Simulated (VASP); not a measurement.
# Mo (P6/mmm) in VASP: notebook

Mo is run at these levels: PBEsol; tasks: single point.

Everything below comes from runs of VASP 6.6.1. Logs are shortened: lines on timing, memory, paths and dates and some standing lists are left out, and cuts for length are marked.

## Step 1: The cell of the first run

The structure is hexagonal, space group P6/mmm (No. 191). The conventional cell has a = 2.818 Å, b = 2.818 Å, c = 2.594 Å, α = 90.00°, β = 90.00°, γ = 120.00°. Within 3.4 Å of Mo (site symmetry 6/mmm) lie 8 Mo at 2.59 to 2.82 Å.

## Step 2: Single point, PBEsol (strain +0.030 along x and y, +0.015 along z)

Contents of INCAR:

```
SYSTEM = Mo
PREC = Accurate
ENCUT = 520
EDIFF = 1E-7
ISMEAR = 0
SIGMA = 0.15
LREAL = .FALSE.
LASPH = .TRUE.
NELM = 60
ALGO = Normal
ISIF = 2
LWAVE = .FALSE.
LCHARG = .FALSE.
GGA = PS
NBANDS = 13
```

Contents of KPOINTS:

```
regular mesh
0
G
  18 18 18
  0 0 0
```

Contents of POSCAR:

```
Mo
1.0
    2.8175757091      0.0000000000      0.0000000000
   -1.4087878546      2.4400921412      0.0000000000
    0.0000000000      0.0000000000      2.5935084105
Mo
1
Direct
    0.0000000000      0.0000000000      0.5000000000
```

Potentials or basis: VASP PAW PBE potentials, release 64 (Mo_sv).

Command:

```bash
> cat potpaw_PBE.64/Mo_sv/POTCAR > POTCAR
> mpirun -np 1 vasp_std > vasp.out
```

OUTCAR:

```text
SYSTEM = Mo
   PREC = Accurate
   ENCUT = 520
   EDIFF = 1E-7
   ISMEAR = 0
   LREAL = .FALSE.
   LASPH = .TRUE.
   NELM = 60
   ISIF = 2
   GGA = PS

 ion  position               nearest neighbor table
   1  0.000  0.000  0.500-

  LATTYP: Found a hexagonal cell.
 ALAT       =     2.8175757091
 C/A-ratio  =     0.9204751454

  Lattice vectors:

 A1 = (   2.8175757091,   0.0000000000,   0.0000000000)
 A2 = (  -1.4087878546,   2.4400921412,   0.0000000000)
 A3 = (   0.0000000000,   0.0000000000,   2.5935084105)

Analysis of symmetry for initial positions (statically):
=====================================================================
 Subroutine PRICEL returns:
 Original cell was already a primitive cell.

 Routine SETGRP: Setting up the symmetry group for a
 hexagonal supercell.

 Subroutine GETGRP returns: Found 24 space group operations
 (whereof 24 operations were pure point group operations)
 out of a pool of 24 trial point group operations.

The static configuration has the point symmetry D_6h.

Analysis of symmetry for dynamics (positions and initial velocities):
=====================================================================
 Subroutine PRICEL returns:
 Original cell was already a primitive cell.

 Routine SETGRP: Setting up the symmetry group for a
 hexagonal supercell.

 Subroutine GETGRP returns: Found 24 space group operations
 (whereof 24 operations were pure point group operations)
 out of a pool of 24 trial point group operations.

The dynamic configuration has the point symmetry D_6h.

 Subroutine INISYM returns: Found 24 space group operations
 (whereof 24 operations are pure point group operations),
 and found     1 'primitive' translations

----------------------------------------------------------------------------------------

                                     Primitive cell

  volume of cell :      17.8307

  direct lattice vectors                    reciprocal lattice vectors
     2.817575709  0.000000000  0.000000000     0.354915042  0.204910295  0.000000000
    -1.408787855  2.440092141  0.000000000     0.000000000  0.409820590  0.000000000
     0.000000000  0.000000000  2.593508411     0.000000000  0.000000000  0.385578083

  length of vectors
     2.817575709  2.817575709  2.593508411     0.409820590  0.409820590  0.385578083

  position of ions in fractional coordinates (direct lattice)
     0.000000000  0.000000000  0.500000000

  ion indices of the primitive-cell ions
   primitive index   ion index
[... 75 lines left out ...]
   EDIFFG = 0.1E-05   stopping-criterion for IOM
   NSW    =      0    number of steps for IOM
   IBRION =     -1    ionic relax: 0-MD 1-quasi-New 2-CG
   NFREE  =      0    steps in history (QN), initial steepest desc. (CG)
   ISIF   =      2    stress and relaxation
   ISYM   =      2    0-nonsym 1-usesym 2-fastsym
   POTIM  = 0.5000    time-step for ionic-motion
   TEBEG  =    0.0;   TEEND  =   0.0 temperature during run
   PSTRESS=    0.0 pullay stress
   NELECT =      14.0000    total number of electrons
   NUPDOWN=      -1.0000    fix difference up-down
   EMIN   =  10.00;   EMAX   =-10.00  energy-range for DOS
   EFERMI =   0.00;   METHOD = LEGACY
   ISMEAR =     0;   SIGMA  =   0.15  broadening in eV -4-tet -1-fermi 0-gaus
   EFERMI_NEDOS =   21; number of points for ismear=-14 and -15
   IALGO  =     38    algorithm
   IMIX   =      4    mixing-type and parameters
     AMIX     =   0.40;   BMIX     =  1.00
     AMIX_MAG =   1.60;   BMIX_MAG =  1.00
  volume/ion in A,a.u.               =      17.83       120.33
  Fermi-wavevector in a.u.,A,eV,Ry     =   1.510292  2.854039 31.034657  2.280983
  Thomas-Fermi vector in A             =   2.620501
   LORBIT       =      0    0 simple, 1 ext, 2 COOP (PROOUT), +10 PAW based schemes
   GGA     = PS    functional components
   LHFCALC =     F    Hartree Fock is set to
   AEXX    =    0.0000 exact exchange contribution
   IVDW    =     0    specifies the selected vdW correction
   LEPSILON=     F    determine dielectric tensor
   LRPA    =     F    only Hartree local field effects (RPA)
 non-spin polarized calculation
 Gauss-broadening in eV      SIGMA  =   0.15
  energy-cutoff  :      520.00
  volume of cell :       17.83
 maximum number of plane-waves:       492
 NGX is ok and might be reduce to    24
   NGX = 11   NGY = 11   NGZ =  9

 number of electron      14.0000000 magnetization

 Free energy of the ion-electron system (eV)
  ---------------------------------------------------
  ext. energy  EPLUGINS =         0.00000000
  ---------------------------------------------------
  free energy    TOTEN  =       -10.79112247 eV

  energy without entropy =      -10.77997421  energy(sigma->0) =      -10.78554834

 E-fermi :  10.3046     XC(G=0): -12.7138

 val. band max:       10.3016151259   @ k =   0.5000   0.0000   0.0556
 cond. band min:      10.3088162087   @ k =   0.2778   0.0556   0.2778
 fundamental gap:      0.0072010828
 Fermi energy:        10.3045521219

 k-point     1 :       0.0000    0.0000    0.0000
  band No.  band energies     occupation
      1     -50.6054      2.00000
      2     -24.0758      2.00000
      3     -24.0758      2.00000
      4     -23.9552      2.00000
      5       3.7749      2.00000
      6       6.3767      2.00000
      7       9.5352      2.00000
      8       9.5352      2.00000
      9      14.0903      0.00000
     10      14.0903      0.00000
     11      23.1761      0.00000
     12      25.8272      0.00000
     13      29.8252      0.00000
[... 354 lines left out ...]
  band No.  band energies     occupation
      1     -50.4463      2.00000
      2     -25.0636      2.00000
      3     -24.3941      2.00000
      4     -23.8409      2.00000
      5       6.2832      2.00000
      6       7.3171      2.00000
      7      10.2399      1.45808
      8      11.5829      0.00000
      9      13.3093      0.00000
     10      14.7367      0.00000
     11      19.4633      0.00000
     12      22.2063      0.00000
     13      27.4630      0.00000

 [... further k-points ...]
[... 5 lines left out ...]
  --------------------------------------------------------------------------------------
  -------------------------------------------------------------------------------------
  Total       -1.7843343     -1.7843343     -2.0511031      0.0000000     -0.0000000      0.0000000
  in kB     -160.3309377   -160.3309377   -184.3013815      0.0000000     -0.0000000      0.0000000
  external PRESSURE =    -168.3210856 kB  Pullay stress =       0.0000000 kB

 VOLUME and BASIS-vectors are now :
 -----------------------------------------------------------------------------
  energy-cutoff  :      520.00
  volume of cell :       17.83
      direct lattice vectors                 reciprocal lattice vectors
     2.817575709  0.000000000  0.000000000     0.354915042  0.204910295  0.000000000
    -1.408787855  2.440092141  0.000000000     0.000000000  0.409820590  0.000000000
     0.000000000  0.000000000  2.593508411     0.000000000  0.000000000  0.385578083

 POSITION                                       TOTAL-FORCE (eV/Angst)
 -----------------------------------------------------------------------------------
      0.00000      0.00000      1.29675        -0.000000      0.000000      0.000000
 -----------------------------------------------------------------------------------
    total drift:                                0.000000      0.000000     -0.000000

  FREE ENERGIE OF THE ION-ELECTRON SYSTEM (eV)
  ---------------------------------------------------
  free  energy   TOTEN  =       -10.7911224705 eV

  energy  without entropy=      -10.7799742138  energy(sigma->0) =      -10.78554834
```

OSZICAR:

```text
N       E                     dE             d eps       ncg     rms          rms(c)
DAV:   1     0.110081580112E+03    0.11008E+03   -0.91445E+03  9716   0.110E+03
DAV:   2    -0.996580941726E+01   -0.12005E+03   -0.11610E+03 10800   0.326E+02
DAV:   3    -0.114038738131E+02   -0.14381E+01   -0.14316E+01 11315   0.365E+01
DAV:   4    -0.114084457709E+02   -0.45720E-02   -0.45717E-02 10840   0.229E+00
DAV:   5    -0.114084826576E+02   -0.36887E-04   -0.36887E-04 11530   0.177E-01    0.120E+01
DAV:   6    -0.108591277107E+02    0.54935E+00   -0.74494E-01  9805   0.987E+00    0.316E+00
DAV:   7    -0.107953254098E+02    0.63802E-01   -0.11443E-01 10825   0.361E+00    0.819E-01
DAV:   8    -0.107911270860E+02    0.41983E-02   -0.40510E-03 10025   0.787E-01    0.122E-01
DAV:   9    -0.107911170969E+02    0.99891E-05   -0.94498E-05 11915   0.113E-01    0.509E-02
DAV:  10    -0.107911224559E+02   -0.53589E-05   -0.94030E-06 10360   0.331E-02    0.192E-03
DAV:  11    -0.107911224705E+02   -0.14617E-07   -0.18653E-07 11473   0.446E-03
   1 F= -.10791122E+02 E0= -.10785548E+02  d E =-.111483E-01
```

stdout:

```text
POSCAR found type information on POSCAR Mo
 POSCAR found :  1 types and       1 ions
 scaLAPACK will be used
 -----------------------------------------------------------------------------
|                                                                             |
|                                                                             |
|     You enforced a specific xc type in the INCAR file but a different       |
|     I HOPE YOU KNOW WHAT YOU ARE DOING!                                     |
|                                                                             |
 -----------------------------------------------------------------------------

 LDA part: xc-table for (Slater+PW92), standard interpolation
 POSCAR, INCAR and KPOINTS ok, starting setup
 FFT: planning ... GRIDC
 FFT: planning ... GRID_SOFT
 FFT: planning ... GRID
 WAVECAR not read
 entering main loop
```

Run time: 33 s. Hardware: 1 thread of Intel Xeon Platinum 8488C (Sapphire Rapids), shared host; peak memory 0.19 GiB.

What came out:

| Item | Value |
| --- | --- |
| Free energy | -10.7911 eV |
| Pressure | -16.8 GPa |
| Band gap on the k mesh | zero (band 7 reaches 11.15 eV, above the bottom of band 8 at 9.54 eV) |

Caveat: the cell differs from its parent crystal (strain +0.030 along x and y, +0.015 along z); the PAW data sets were made with another functional, which shifts forces and pressure a little.

## Step 3: Single point, PBEsol (strain +0.030 along x and y, +0.030 along z)

Contents of INCAR:

```
PREC     = Accurate       # precision mode
ENCUT    = 520            # plane-wave cutoff, eV
EDIFF    = 1E-6           # SCF threshold, eV
ISMEAR   = 0              # smearing method
SIGMA    = 0.15           # smearing width, eV
LREAL    = F              # projectors in reciprocal space
LASPH    = T              # aspherical terms in the spheres
NELM     = 60             # most SCF steps
ALGO     = Normal         # electronic algorithm
ISIF     = 2              # what is computed and relaxed
LWAVE    = F              # write WAVECAR
LCHARG   = T              # write CHGCAR
GGA      = PS             # functional
LELF     = T              # ELF
LVHAR    = T            
NBANDS   = 13             # bands
```

Contents of KPOINTS:

```
regular mesh
0
Gamma
  18 18 18
```

Edit POSCAR of step 2 so:

```diff
@@ -4,3 +4,3 @@
    -1.4087878546      2.4400921412      0.0000000000
-    0.0000000000      0.0000000000      2.5935084105
+    0.0000000000      0.0000000000      2.6318361210
 Mo
```

Potentials or basis: VASP PAW PBE potentials, release 64 (Mo_sv).

Command:

```bash
> cat potpaw_PBE.64/Mo_sv/POTCAR > POTCAR
> mpirun -np 1 vasp_std > vasp.out
```

OUTCAR:

```text
PREC = Accurate
   ENCUT = 520
   EDIFF = 1E-6
   ISMEAR = 0
   LREAL = F
   LASPH = T
   NELM = 60
   ISIF = 2
   GGA = PS

 ion  position               nearest neighbor table
   1  0.000  0.000  0.500-

  LATTYP: Found a hexagonal cell.
 ALAT       =     2.8175757091
 C/A-ratio  =     0.9340782264

  Lattice vectors:

 A1 = (   2.8175757091,   0.0000000000,   0.0000000000)
 A2 = (  -1.4087878546,   2.4400921412,   0.0000000000)
 A3 = (   0.0000000000,   0.0000000000,   2.6318361210)

Analysis of symmetry for initial positions (statically):
=====================================================================
 Subroutine PRICEL returns:
 Original cell was already a primitive cell.

 Routine SETGRP: Setting up the symmetry group for a
 hexagonal supercell.

 Subroutine GETGRP returns: Found 24 space group operations
 (whereof 24 operations were pure point group operations)
 out of a pool of 24 trial point group operations.

The static configuration has the point symmetry D_6h.

Analysis of symmetry for dynamics (positions and initial velocities):
=====================================================================
 Subroutine PRICEL returns:
 Original cell was already a primitive cell.

 Routine SETGRP: Setting up the symmetry group for a
 hexagonal supercell.

 Subroutine GETGRP returns: Found 24 space group operations
 (whereof 24 operations were pure point group operations)
 out of a pool of 24 trial point group operations.

The dynamic configuration has the point symmetry D_6h.

 Subroutine INISYM returns: Found 24 space group operations
 (whereof 24 operations are pure point group operations),
 and found     1 'primitive' translations

----------------------------------------------------------------------------------------

                                     Primitive cell

  volume of cell :      18.0943
[... 107 lines left out ...]
     AMIX_MAG =   1.60;   BMIX_MAG =  1.00
  volume/ion in A,a.u.               =      18.09       122.11
  Fermi-wavevector in a.u.,A,eV,Ry     =   1.502925  2.840116 30.732613  2.258783
  Thomas-Fermi vector in A             =   2.614102
   LORBIT       =      0    0 simple, 1 ext, 2 COOP (PROOUT), +10 PAW based schemes
   GGA     = PS    functional components
   LHFCALC =     F    Hartree Fock is set to
   AEXX    =    0.0000 exact exchange contribution
   IVDW    =     0    specifies the selected vdW correction
   LEPSILON=     F    determine dielectric tensor
   LRPA    =     F    only Hartree local field effects (RPA)
 non-spin polarized calculation
 Gauss-broadening in eV      SIGMA  =   0.15
  energy-cutoff  :      520.00
  volume of cell :       18.09
 maximum number of plane-waves:       497
 NGX is ok and might be reduce to    24
   NGX = 11   NGY = 11   NGZ =  9

 number of electron      14.0000002 magnetization

 Free energy of the ion-electron system (eV)
  ---------------------------------------------------
  ext. energy  EPLUGINS =         0.00000000
  ---------------------------------------------------
  free energy    TOTEN  =       -10.75734514 eV

  energy without entropy =      -10.74714510  energy(sigma->0) =      -10.75224512

 E-fermi :  10.1384     XC(G=0): -12.6344

 val. band max:       10.1353145430   @ k =   0.2778   0.1111   0.3333
 cond. band min:      10.1439580518   @ k =   0.1111   0.0556   0.1111
 fundamental gap:      0.0086435088
 Fermi energy:        10.1383522324

 k-point     1 :       0.0000    0.0000    0.0000
  band No.  band energies     occupation
      1     -50.8075      2.00000
      2     -24.2788      2.00000
      3     -24.2788      2.00000
      4     -24.2485      2.00000
      5       3.6189      2.00000
      6       6.2725      2.00000
      7       9.3732      2.00000
      8       9.3732      2.00000
      9      13.7572      0.00000
     10      13.7572      0.00000
     11      23.0627      0.00000
     12      25.1285      0.00000
     13      29.6501      0.00000
[... 354 lines left out ...]
  band No.  band energies     occupation
      1     -50.6490      2.00000
      2     -25.2616      2.00000
      3     -24.5956      2.00000
      4     -24.1323      2.00000
      5       6.1396      2.00000
      6       7.2418      2.00000
      7      10.0856      1.38122
      8      11.1913      0.00000
      9      12.9582      0.00000
     10      14.5432      0.00000
     11      19.2350      0.00000
     12      22.0097      0.00000
     13      27.0280      0.00000

 [... further k-points ...]
[... 5 lines left out ...]
  --------------------------------------------------------------------------------------
  -------------------------------------------------------------------------------------
  Total       -1.9308902     -1.9308902     -2.5644928      0.0000000      0.0000000      0.0000000
  in kB     -170.9729883   -170.9729883   -227.0760899      0.0000000      0.0000000      0.0000000
  external PRESSURE =    -189.6740222 kB  Pullay stress =       0.0000000 kB

 VOLUME and BASIS-vectors are now :
 -----------------------------------------------------------------------------
  energy-cutoff  :      520.00
  volume of cell :       18.09
      direct lattice vectors                 reciprocal lattice vectors
     2.817575709  0.000000000  0.000000000     0.354915042  0.204910295  0.000000000
    -1.408787855  2.440092141  0.000000000     0.000000000  0.409820590  0.000000000
     0.000000000  0.000000000  2.631836121     0.000000000  0.000000000  0.379962868

 POSITION                                       TOTAL-FORCE (eV/Angst)
 -----------------------------------------------------------------------------------
      0.00000      0.00000      1.31592        -0.000000      0.000000      0.000000
 -----------------------------------------------------------------------------------
    total drift:                                0.000000      0.000000     -0.000000

  FREE ENERGIE OF THE ION-ELECTRON SYSTEM (eV)
  ---------------------------------------------------
  free  energy   TOTEN  =       -10.7573451425 eV

  energy  without entropy=      -10.7471450992  energy(sigma->0) =      -10.75224512
```

stdout:

```text
POSCAR found type information on POSCAR Mo
 POSCAR found :  1 types and       1 ions
 scaLAPACK will be used
 -----------------------------------------------------------------------------
|                                                                             |
|                                                                             |
|     You enforced a specific xc type in the INCAR file but a different       |
|     I HOPE YOU KNOW WHAT YOU ARE DOING!                                     |
|                                                                             |
 -----------------------------------------------------------------------------

 LDA part: xc-table for (Slater+PW92), standard interpolation
 POSCAR, INCAR and KPOINTS ok, starting setup
 FFT: planning ... GRIDC
 FFT: planning ... GRID_SOFT
 FFT: planning ... GRID
 WAVECAR not read
 entering main loop
```

Run time: 36 s. Hardware: 1 thread of Intel Xeon Platinum 8488C (Sapphire Rapids), shared host; peak memory 0.2 GiB.

Results:

```
Free energy            : -10.7573 eV
Pressure               : -19.0 GPa
Band gap on the k mesh : zero (band 7 reaches 10.98 eV, above the bottom of band 8 at 9.37 eV)
```

Levels at points of the mesh, in eV from the Fermi level:
| k point | band 5 | band 6 | band 7 | band 8 | band 9 | band 10 |
| --- | --- | --- | --- | --- | --- | --- |
| (0.00, 0.00, 0.00) | -6.52 | -3.87 | -0.77 | -0.77 | 3.62 | 3.62 |
| (0.50, 0.00, 0.00) | -4.44 | -2.89 | 0.84 | 0.90 | 3.04 | 3.92 |
| (0.00, 0.00, 0.50) | -3.56 | -0.05 | -0.05 | -0.05 | 0.73 | 0.73 |
| (0.50, 0.00, 0.50) | -4.71 | -3.04 | -0.38 | 4.21 | 5.32 | 6.06 |

Caveat: the cell differs from its parent crystal (strain +0.030 along x and y, +0.030 along z); the PAW data sets were made with another functional, which shifts forces and pressure a little.
